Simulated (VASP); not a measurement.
# Sn in VASP: single point with PBE

Aim: the single point of Sn with PBE.

Program: VASP 6.6.1. These are calculated values, not measurements. Logs are shortened: lines on timing, memory, paths and dates and some standing lists are left out, and cuts for length are marked.

## (1) The cell of the first run

The cell holds a slab with vacuum, 5 atoms: a = 5.394 Å, b = 5.394 Å, c = 20.404 Å, α = 90.00°, β = 90.00°, γ = 120.00°.

## (2) Single point, PBE

INCAR reads:

```
PREC = Accurate
ENCUT = 520
EDIFF = 1E-6
ISMEAR = -1
SIGMA = 0.1
LREAL = False
LASPH = True
NELM = 100
ALGO = Normal
ISIF = 2
LWAVE = False
LCHARG = True
LDIPOL = True
IDIPOL = 3
DIPOL = 0.5 0.5 0.500
GGA = PE
LELF = True
LVHAR = True
LVACPOTAV = True
NBANDS = 43
```

KPOINTS reads:

```
regular mesh
0
Gamma
  7 7 1
```

POSCAR reads:

```
Sn
1.0
    5.3935382857      0.0000000000      0.0000000000
   -2.6967691428      4.6709411717      0.0000000000
    0.0000000000      0.0000000000     20.4038000000
Sn
5
Direct
    0.8333333333      0.1666666667      0.4246995956
    0.1666666667      0.8333333333      0.4288556850
    0.5000000000      0.5000000000      0.4999999975
    0.8333333333      0.1666666667      0.5711451223
    0.1666666667      0.8333333333      0.5752995995
```

Potentials or basis: VASP PAW PBE potentials, release 64 (Sn_d).

The run is started by

```bash
$ cat potpaw_PBE.64/Sn_d/POTCAR > POTCAR
$ mpirun -np 1 vasp_std > vasp.out
```

OUTCAR:

```text
PREC = Accurate
   ENCUT = 520
   EDIFF = 1E-6
   ISMEAR = -1
   LREAL = False
   LASPH = True
   NELM = 100
   ISIF = 2
   GGA = PE

 ion  position               nearest neighbor table
   1  0.833  0.167  0.425-   4 2.99   2 3.12   2 3.12   2 3.12   3 3.47   3 3.47   3 3.47
   2  0.167  0.833  0.429-   5 2.99   1 3.12   1 3.12   1 3.12   3 3.44   3 3.44   3 3.44
   3  0.500  0.500  0.500-   2 3.44   2 3.44   2 3.44   4 3.44   4 3.44   4 3.44   5 3.47   5 3.47
                             5 3.47   1 3.47   1 3.47   1 3.47
   4  0.833  0.167  0.571-   1 2.99   5 3.12   5 3.12   5 3.12   3 3.44   3 3.44   3 3.44
   5  0.167  0.833  0.575-   2 2.99   4 3.12   4 3.12   4 3.12   3 3.47   3 3.47   3 3.47

  LATTYP: Found a hexagonal cell.
 ALAT       =     5.3935382857
 C/A-ratio  =     3.7830082812

  Lattice vectors:

 A1 = (   5.3935382857,   0.0000000000,   0.0000000000)
 A2 = (  -2.6967691428,   4.6709411717,   0.0000000000)
 A3 = (   0.0000000000,   0.0000000000,  20.4038000000)

Analysis of symmetry for initial positions (statically):
=====================================================================
 Subroutine PRICEL returns:
 Original cell was already a primitive cell.

 Routine SETGRP: Setting up the symmetry group for a
 hexagonal supercell.

 Subroutine GETGRP returns: Found 12 space group operations
 (whereof  4 operations were pure point group operations)
 out of a pool of 24 trial point group operations.

The static configuration has the point symmetry C_2h.
 The point group associated with its full space group is D_3d.

Analysis of symmetry for dynamics (positions and initial velocities):
=====================================================================
 Subroutine PRICEL returns:
 Original cell was already a primitive cell.

 Routine SETGRP: Setting up the symmetry group for a
 hexagonal supercell.

 Subroutine GETGRP returns: Found 12 space group operations
 (whereof  4 operations were pure point group operations)
 out of a pool of 24 trial point group operations.

The dynamic configuration has the point symmetry C_2h.
 The point group associated with its full space group is D_3d.

 Subroutine INISYM returns: Found 12 space group operations
 (whereof  4 operations are pure point group operations),
 and found     1 'primitive' translations

----------------------------------------------------------------------------------------

                                     Primitive cell

  volume of cell :     514.0309

  direct lattice vectors                    reciprocal lattice vectors
     5.393538286  0.000000000  0.000000000     0.185407046  0.107044808  0.000000000
[... 84 lines left out ...]
   TEBEG  =    0.0;   TEEND  =   0.0 temperature during run
   PSTRESS=    0.0 pullay stress
   NELECT =      70.0000    total number of electrons
   NUPDOWN=      -1.0000    fix difference up-down
   EMIN   =  10.00;   EMAX   =-10.00  energy-range for DOS
   EFERMI =   0.00;   METHOD = LEGACY
   ISMEAR =    -1;   SIGMA  =   0.10  broadening in eV -4-tet -1-fermi 0-gaus
   EFERMI_NEDOS =   21; number of points for ismear=-14 and -15
   IALGO  =     38    algorithm
   IMIX   =      4    mixing-type and parameters
     AMIX     =   0.40;   BMIX     =  1.00
     AMIX_MAG =   1.60;   BMIX_MAG =  1.00
  volume/ion in A,a.u.               =     102.81       693.77
  Fermi-wavevector in a.u.,A,eV,Ry     =   0.842257  1.591634  9.651922  0.709396
  Thomas-Fermi vector in A             =   1.956934
   LORBIT       =      0    0 simple, 1 ext, 2 COOP (PROOUT), +10 PAW based schemes
   GGA     = PE    functional components
   LHFCALC =     F    Hartree Fock is set to
   AEXX    =    0.0000 exact exchange contribution
   IVDW    =     0    specifies the selected vdW correction
   LEPSILON=     F    determine dielectric tensor
   LRPA    =     F    only Hartree local field effects (RPA)
 non-spin polarized calculation
  energy-cutoff  :      520.00
  volume of cell :      514.03
 maximum number of plane-waves:     13890
   NGX = 21   NGY = 21   NGZ = 75

 dipolmoment           0.000000      0.000000     -0.000000 electrons x Angstroem

 number of electron      70.0000016 magnetization

 dipolmoment           0.000000      0.000000      0.000000 electrons x Angstroem

 Free energy of the ion-electron system (eV)
  ---------------------------------------------------
  ext. energy  EPLUGINS =         0.00000000
  ---------------------------------------------------
  free energy    TOTEN  =       -18.14850158 eV

  energy without entropy =      -18.08579026  energy(sigma->0) =      -18.11714592

 E-fermi :  -0.8683     XC(G=0):  -3.4686

 val. band max:       -0.9277442407   @ k =   0.1429  -0.0000   0.0000
 cond. band min:      -0.6377204757   @ k =   0.4286   0.1429   0.0000
 fundamental gap:      0.2900237650
 Fermi energy:        -0.8682575819

 k-point     1 :       0.0000    0.0000    0.0000
  band No.  band energies     occupation
      1     -22.4407      2.00000
      2     -22.4407      2.00000
      3     -22.4314      2.00000
      4     -22.4314      2.00000
      5     -22.4306      2.00000
      6     -22.3615      2.00000
[... 357 lines left out ...]
     42       2.8765      0.00000
     43       3.5691      0.00000

------------------------ aborting loop because EDIFF is reached ----------------------------------------

  FORCE on cell =-STRESS in cart. coord.  units (eV):
  Direction    XX          YY          ZZ          XY          YZ          ZX
  --------------------------------------------------------------------------------------
  -------------------------------------------------------------------------------------
  Total       -1.6152741     -1.6152741     -0.0352114     -0.0000000     -0.0000000      0.0000000
  in kB       -5.0346304     -5.0346304     -0.1097500     -0.0000000     -0.0000000      0.0000000
  external PRESSURE =      -3.3930036 kB  Pullay stress =       0.0000000 kB

 VOLUME and BASIS-vectors are now :
 -----------------------------------------------------------------------------
  energy-cutoff  :      520.00
  volume of cell :      514.03
      direct lattice vectors                 reciprocal lattice vectors
     5.393538286  0.000000000  0.000000000     0.185407046  0.107044808  0.000000000
    -2.696769143  4.670941172  0.000000000     0.000000000  0.214089616  0.000000000
     0.000000000  0.000000000 20.403800000     0.000000000  0.000000000  0.049010478

 POSITION                                       TOTAL-FORCE (eV/Angst)
 -----------------------------------------------------------------------------------
      4.04515      0.77849      8.66549        -0.000000      0.000000     -0.003871
     -1.34838      3.89245      8.75029        -0.000000     -0.000000     -0.004445
      1.34838      2.33547     10.20190        -0.000000      0.000000      0.000000
      4.04515      0.77849     11.65353         0.000000      0.000000      0.004445
     -1.34838      3.89245     11.73830         0.000000     -0.000000      0.003871
 -----------------------------------------------------------------------------------
    total drift:                               -0.000001      0.000000     -0.000151

  FREE ENERGIE OF THE ION-ELECTRON SYSTEM (eV)
  ---------------------------------------------------
  free  energy   TOTEN  =       -18.1485015834 eV

  energy  without entropy=      -18.0857902567  energy(sigma->0) =      -18.11714592

 vacuum level on the upper side and lower side of the slab         3.196         3.196
```

OSZICAR:

```text
N       E                     dE             d eps       ncg     rms          rms(c)
DAV:   1     0.577361933034E+03    0.57736E+03   -0.34227E+04   808   0.155E+03
DAV:   2     0.414176630054E+02   -0.53594E+03   -0.52860E+03   763   0.378E+02
DAV:   3    -0.154721119736E+02   -0.56890E+02   -0.56405E+02   799   0.156E+02
[... 15 lines left out ...]
DAV:  19    -0.181484839785E+02   -0.24559E-04   -0.16307E-06   493   0.102E-02    0.769E-04
DAV:  20    -0.181484967553E+02   -0.12777E-04   -0.71304E-07   552   0.477E-03    0.374E-04
DAV:  21    -0.181484997288E+02   -0.29735E-05   -0.12762E-07   459   0.287E-03    0.210E-04
DAV:  22    -0.181485014139E+02   -0.16851E-05   -0.90615E-08   508   0.213E-03    0.132E-04
DAV:  23    -0.181485015834E+02   -0.16954E-06   -0.14900E-08   502   0.139E-03
   1 F= -.18148502E+02 E0= -.18117146E+02  d E =-.627113E-01
```

It took 5.4 min on 1 thread of Intel Xeon Platinum 8488C (Sapphire Rapids), shared host; peak memory 0.58 GiB.

What came out:

* Free energy: -18.1485 eV
* Largest force: 0.004 eV/Å
* Band gap on the k mesh: zero (band 35 reaches -0.51 eV, above the bottom of band 36 at -1.39 eV)

Forces in eV/Å, atoms in the order of the input:
```
Sn   0.000  0.000 -0.004
Sn   0.000  0.000 -0.004
Sn   0.000  0.000  0.000
Sn   0.000  0.000  0.004
Sn   0.000  0.000  0.004
```

Levels at points of the mesh, in eV from the Fermi level:
```csv
k point,band 33,band 34,band 35,band 36,band 37,band 38
"(0.00, 0.00, 0.00)",-2.05,-1.52,-1.52,-0.52,-0.52,0.48
```

Caveat: spin-orbit coupling is left out, which moves the levels of the heavy elements.
